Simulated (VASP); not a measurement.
# Ag (P1) in VASP: further runs

The runs below take Ag through single point, with PBE.

Everything below comes from runs of VASP 6.6.1. Logs are shortened: lines on timing, memory, paths and dates and some standing lists are left out, and cuts for length are marked.

### 1 The cell of the first run

The typed cell holds 32 atoms: a = 9.435 Å, b = 9.435 Å, c = 9.435 Å, α = 60.00°, β = 60.00°, γ = 60.00°.

### 2 Single point, PBE

INCAR reads:

```
SYSTEM = Ag
PREC     = Accurate       ! precision mode
ENCUT    = 400            ! plane-wave cutoff, eV
EDIFF    = 1E-6           ! SCF threshold, eV
ISMEAR   = -1             ! smearing method
SIGMA    = 0.05           ! smearing width, eV
LREAL    = Auto         
LASPH    = .True.         ! aspherical terms in the spheres
NELM     = 120            ! most SCF steps
ALGO     = Normal         ! electronic algorithm
ISIF     = 2              ! what is computed and relaxed
LWAVE    = .False.        ! write WAVECAR
LCHARG   = .False.        ! write CHGCAR
GGA      = PE             ! functional
NBANDS   = 198            ! bands
GGA_COMPAT= .False.      
ISYM     = -1           
KPAR     = 1
```

KPOINTS reads:

```
explicit points
4
Reciprocal
  0.25000000   0.25000000   0.25000000 2
  0.25000000   0.25000000   0.75000000 2
  0.25000000   0.75000000   0.25000000 2
  0.25000000   0.75000000   0.75000000 2
```

POSCAR reads:

```
Ag
1.0
   -6.6718109981      6.6718109981      0.0000000000
   -6.6718109981      0.0000000000      6.6718109981
    0.0000000000      6.6718109981      6.6718109981
Ag
32
Direct
   -0.0117023699      0.0038443835      0.0013294741
    0.5113015793     -0.0261151732      0.0022667758
   -0.0021912341      0.5023002751     -0.0132093820
    0.1198650562      0.1216446330      0.1315369995
    0.4883091714      0.5170899627     -0.0161420190
    0.6171305664      0.1230264916      0.1394616095
    0.1362061965      0.6133863806      0.1236533829
    0.2707321146      0.2530953740      0.2295857152
    1.0026570000     -0.0136570116      0.5139262789
    0.6357248431      0.6307088137      0.1120970004
    0.7551430940      0.2448231823      0.2469280081
    0.2484809597      0.7526178427      0.2546984620
    0.3714174458      0.3725757520      0.3751939317
    0.4962444231      0.0078569372      0.5063788529
    0.0120541484      0.4985421501      0.4974094741
    0.1138140005      0.1292020263      0.6204803315
    0.7511296410      0.7565663958      0.2444229911
    0.8652301454      0.3665027383      0.3788452642
    0.3710319433      0.8800980726      0.3607639666
    0.4961349326      0.5034881085      0.4991341183
    0.6261545031      0.1330288733      0.6282606778
    0.1201080936      0.6298508008      0.6192787088
    0.2598660994      0.2583092507      0.7435482662
    0.8701333868      0.8756005681      0.3773346548
    0.6342308709      0.6329210317      0.6109586289
    0.7475348150      0.2491518421      0.7582113764
    0.2487428826      0.7529263796      0.7416663184
    0.3773810440      0.3742667472      0.8645890901
    0.7564961749      0.7493493898      0.7340869670
    0.8648730460      0.3702302869      0.8937094444
    0.3699097592      0.8774959305      0.8902023756
    0.8868114672      0.8715607354      0.8738379282
```

Potentials or basis: VASP PAW PBE potentials, release 64 (Ag).

Launch:

```bash
> cat potpaw_PBE.64/Ag/POTCAR > POTCAR
> mpirun -np 4 vasp_std > vasp.out
```

OUTCAR:

```text
SYSTEM = Ag
   PREC = Accurate
   ENCUT = 400
   EDIFF = 1E-6
   ISMEAR = -1
   LREAL = Auto
   LASPH = .True.
   NELM = 120
   ISIF = 2
   GGA = PE
   ISYM = -1

 ion  position               nearest neighbor table
   1  0.988  0.004  0.001-  32 2.79  30 2.83   6 2.86  24 2.90   4 2.93  16 2.93  31 2.94   7 3.01
                            26 3.23  17 3.23  11 3.25  27 3.41  12 3.43  23 3.51
   2  0.511  0.974  0.002-  10 2.65  31 2.70  19 2.77  21 2.90  32 2.90   4 3.02   6 3.03  28 3.08
                            17 3.22  12 3.24  29 3.29   8 3.39  23 3.42  26 3.42
   3  0.998  0.502  0.987-  30 2.77  10 2.79  22 2.83  32 2.85  28 2.92   4 2.94   7 2.98  18 3.02
                            23 3.26  29 3.30  11 3.34  27 3.35  17 3.42   8 3.44
   4  0.120  0.122  0.132-  11 2.81  12 2.84   1 2.93   3 2.94   8 2.94   9 2.95  23 2.99   2 3.02
                            19 3.21  31 3.24  18 3.28  30 3.29  24 3.31  28 3.41
   5  0.488  0.517  0.984-   7 2.72  31 2.79  28 2.88  25 2.88  30 2.92  10 3.00  13 3.02   6 3.04
                            27 3.21   8 3.22  26 3.30  29 3.34  12 3.38  11 3.54
   6  0.617  0.123  0.139-   8 2.68  17 2.83  14 2.83  11 2.83   1 2.86  26 2.94   2 3.03   5 3.04
                            13 3.24  19 3.27  24 3.28  30 3.30  28 3.44  32 3.45
   7  0.136  0.613  0.124-   5 2.72   8 2.78  15 2.88  27 2.95  12 2.95  17 2.97   3 2.98   1 3.01
                            13 3.25  28 3.33  31 3.33  32 3.33  24 3.44  18 3.46
   8  0.271  0.253  0.230-   6 2.68   7 2.78  28 2.82  13 2.83  19 2.88   4 2.94  16 3.02  18 3.13
                             5 3.22  14 3.36   2 3.39  15 3.43   3 3.44   9 3.57
   9  0.003  0.986  0.514-  22 2.75  32 2.77  16 2.78  19 2.85  21 2.91  24 2.93  18 2.93   4 2.95
                            27 3.16  29 3.23  12 3.29  26 3.38  11 3.43   8 3.57
  10  0.636  0.631  0.112-   2 2.65   3 2.79  17 2.88  29 2.91  11 2.97  20 2.98  12 2.99   5 3.00
                            30 3.20  31 3.26  32 3.28  18 3.32  19 3.33  13 3.49
  11  0.755  0.245  0.247-  30 2.72  18 2.80   4 2.81   6 2.83  24 2.85  21 2.94  13 2.96  10 2.97
                             1 3.25  14 3.31   3 3.34  20 3.41   9 3.43   5 3.54
[... 25 lines left out ...]
                            25 3.19   6 3.28  22 3.28   4 3.31  21 3.39   7 3.44
  25  0.634  0.633  0.611-  29 2.79  17 2.82   5 2.88  14 2.89  15 2.91  20 2.93  26 2.96  27 2.97
                            24 3.19  18 3.33  19 3.43  30 3.43  28 3.44  31 3.50
  26  0.748  0.249  0.758-  16 2.83  21 2.83  28 2.86  30 2.88  32 2.91  18 2.93   6 2.94  25 2.96
                             1 3.23   5 3.30   9 3.38  20 3.41   2 3.42  15 3.43
  27  0.249  0.753  0.742-  32 2.79  22 2.88  16 2.90  28 2.92  19 2.93   7 2.95  25 2.97  31 3.04
                             9 3.16   5 3.21  20 3.28   3 3.35  14 3.36   1 3.41
  28  0.377  0.374  0.865-  23 2.73   8 2.82  20 2.82  26 2.86   5 2.88  27 2.92   3 2.92   2 3.08
                            21 3.19   7 3.33  22 3.35   4 3.41   6 3.44  25 3.44
  29  0.756  0.749  0.734-  24 2.75  25 2.79  22 2.80  10 2.91  30 2.93  21 2.96  31 2.99  32 3.02
                             9 3.23  15 3.25  14 3.26   2 3.29   3 3.30   5 3.34
  30  0.865  0.370  0.894-  11 2.72   3 2.77   1 2.83  26 2.88   5 2.92  29 2.93  23 3.05  15 3.06
                            10 3.20   4 3.29   6 3.30  25 3.43  16 3.44  22 3.44
  31  0.370  0.877  0.890-   2 2.70   5 2.79  12 2.81  23 2.94   1 2.94  14 2.96  29 2.99  27 3.04
                             4 3.24  10 3.26   7 3.33  21 3.41  25 3.50  16 3.51
  32  0.887  0.872  0.874-   9 2.77   1 2.79  27 2.79   3 2.85  17 2.86   2 2.90  26 2.91  29 3.02
                            16 3.24  10 3.28  22 3.31   7 3.33  21 3.38   6 3.45

IMPORTANT INFORMATION: All symmetrisations will be switched off!
NOSYMM: (Re-)initialisation of all symmetry stuff for point group C_1.

----------------------------------------------------------------------------------------

                                     Primitive cell

[... 42 lines left out ...]
 non-spin polarized calculation
  energy-cutoff  :      400.00
  volume of cell :      593.97
 maximum number of plane-waves:     10798
 NGX is ok and might be reduce to    64
   NGX = 31   NGY = 31   NGZ = 31

 number of electron     352.0000044 magnetization

 Free energy of the ion-electron system (eV)
  ---------------------------------------------------
  ext. energy  EPLUGINS =         0.00000000
  ---------------------------------------------------
  free energy    TOTEN  =       -85.18660305 eV

  energy without entropy =      -85.12223159  energy(sigma->0) =      -85.15441732

 E-fermi :   7.4992     XC(G=0): -11.7009

 val. band max:        6.9865338576   @ k =   0.2500   0.7500   0.7500
 cond. band min:       7.5416998499   @ k =   0.2500   0.7500   0.7500
 fundamental gap:      0.5551659922
 Fermi energy:         7.4991875252

 k-point     1 :       0.2500    0.2500    0.2500
  band No.  band energies     occupation
      1       0.3140      2.00000
      2       1.4155      2.00000
      3       1.4313      2.00000
      4       1.4422      2.00000
      5       1.4594      2.00000
      6       1.4691      2.00000
[... 180 lines left out ...]
    187      10.4463      0.00000
    188      10.6744      0.00000

 k-point     2 :       0.2500    0.2500    0.7500
  band No.  band energies     occupation
      1       0.7611      2.00000
      2       1.1301      2.00000
      3       1.4889      2.00000
      4       1.5581      2.00000
      5       1.5676      2.00000
      6       1.5786      2.00000
[... 180 lines left out ...]
    187       9.3211      0.00000
    188       9.5778      0.00000

 k-point     3 :       0.2500    0.7500    0.2500
  band No.  band energies     occupation
      1       0.7604      2.00000
      2       1.1336      2.00000
      3       1.4955      2.00000
      4       1.5433      2.00000
      5       1.5605      2.00000
      6       1.5799      2.00000
[... 180 lines left out ...]
    187       9.3192      0.00000
    188       9.6050      0.00000

 k-point     4 :       0.2500    0.7500    0.7500
  band No.  band energies     occupation
      1       0.7635      2.00000
      2       1.1232      2.00000
      3       1.4979      2.00000
      4       1.5351      2.00000
      5       1.5534      2.00000
      6       1.5907      2.00000
[... 180 lines left out ...]
    187       9.3449      0.00000
    188       9.5927      0.00000
 [bands above 188 left out]

------------------------ aborting loop because EDIFF is reached ----------------------------------------

  FORCE on cell =-STRESS in cart. coord.  units (eV):
  Direction    XX          YY          ZZ          XY          YZ          ZX
  --------------------------------------------------------------------------------------
  -------------------------------------------------------------------------------------
  Total       -7.2711792     -7.3897806     -7.0736933      1.2203186     -1.6739663      1.5162702
  in kB      -19.6134606    -19.9333790    -19.0807572      3.2917178     -4.5153986      4.0900253
  external PRESSURE =     -19.5425323 kB  Pullay stress =       0.0000000 kB

 VOLUME and BASIS-vectors are now :
 -----------------------------------------------------------------------------
  energy-cutoff  :      400.00
  volume of cell :      593.97
      direct lattice vectors                 reciprocal lattice vectors
    -6.671810998  6.671810998  0.000000000    -0.074942171  0.074942171 -0.074942171
    -6.671810998  0.000000000  6.671810998    -0.074942171 -0.074942171  0.074942171
     0.000000000  6.671810998  6.671810998     0.074942171  0.074942171  0.074942171

 POSITION                                       TOTAL-FORCE (eV/Angst)
 -----------------------------------------------------------------------------------
     -6.61938      6.60260      0.03452        -0.085944      0.279911     -0.092445
     -9.90888      3.42643      6.51270        -0.884209     -0.363480      0.726237
    -10.00844     13.24087      9.93493        -0.117474      0.531317      0.129563
     -1.61131      1.67731      1.68918        -0.275357      0.051328     -0.081755
     -6.70783      9.82202     10.01404        -0.041876      0.539003     -0.295690
     -4.93819      5.04784      1.75127        -0.375829     -0.075700     -0.341494
[... 24 lines left out ...]
     -8.32245      8.40723     11.79375         0.037473     -0.629195     -0.318088
    -11.73153     11.74672     11.64497         0.319796     -0.203053      0.086261
 -----------------------------------------------------------------------------------
    total drift:                                0.000714     -0.001977      0.002744

  FREE ENERGIE OF THE ION-ELECTRON SYSTEM (eV)
  ---------------------------------------------------
  free  energy   TOTEN  =       -85.1866030514 eV

  energy  without entropy=      -85.1222315908  energy(sigma->0) =      -85.15441732
```

Run time: 93 s. Hardware: 4 MPI ranks of Intel Xeon 6975P-C (Granite Rapids), shared host; peak memory 0.29 GiB.

Results:

- Free energy: -85.1866 eV
- Pressure: -2.0 GPa
- Largest force: 1.201 eV/Å
- Band gap on the k mesh: zero (bands 176 and 177 overlap by 0.69 eV)

Forces on the atoms (eV/Å):
```
Ag  -0.086  0.280 -0.092
Ag  -0.884 -0.363  0.726
Ag  -0.117  0.531  0.130
Ag  -0.275  0.051 -0.082
Ag  -0.042  0.539 -0.296
Ag  -0.376 -0.076 -0.341
Ag   0.079 -0.510  0.402
Ag   0.700 -0.283  0.325
Ag  -0.180 -0.541 -0.040
Ag   0.699  0.304 -0.324
Ag   0.265  0.001  0.407
Ag   0.280 -0.101 -0.335
Ag  -0.429  0.014 -0.107
Ag   0.358  0.070  0.005
Ag   0.422 -0.303  0.072
Ag  -0.340  0.273  0.027
Ag   0.105  0.124 -0.218
Ag  -0.426  0.237  0.051
Ag  -0.169  0.514  0.384
Ag  -0.159 -0.206 -0.040
Ag   0.041  0.044 -0.243
Ag  -0.030  0.368 -0.129
Ag   0.607 -0.280 -0.115
Ag  -0.195 -0.057 -0.211
Ag   0.263 -0.079 -0.115
Ag  -0.074  0.006  0.123
Ag  -0.263  0.295 -0.062
Ag  -0.031  0.240  0.191
Ag   0.182  0.191  0.541
Ag  -0.283 -0.451 -0.401
Ag   0.037 -0.629 -0.318
Ag   0.320 -0.203  0.086
```

Stress tensor (GPa, compression positive):
```
-1.96  0.33  0.41
 0.33 -1.99 -0.45
 0.41 -0.45 -1.91
```

Levels at points of the mesh, in eV from the Fermi level:
| k point | band 173 | band 174 | band 175 | band 176 | band 177 | band 178 |
| --- | --- | --- | --- | --- | --- | --- |
| (0.25, 0.25, 0.25) | -1.02 | -1.02 | -0.98 | -0.66 | -0.63 | -0.62 |

Caveat: the atoms stand as in a frame of molecular dynamics; forces of over 1 eV/Å act on the atoms, so gaps and moduli don't describe the material at rest.

[end of part 1 of 2]

The gap in the log of VASP goes by the Fermi energy; the results here count the filled bands.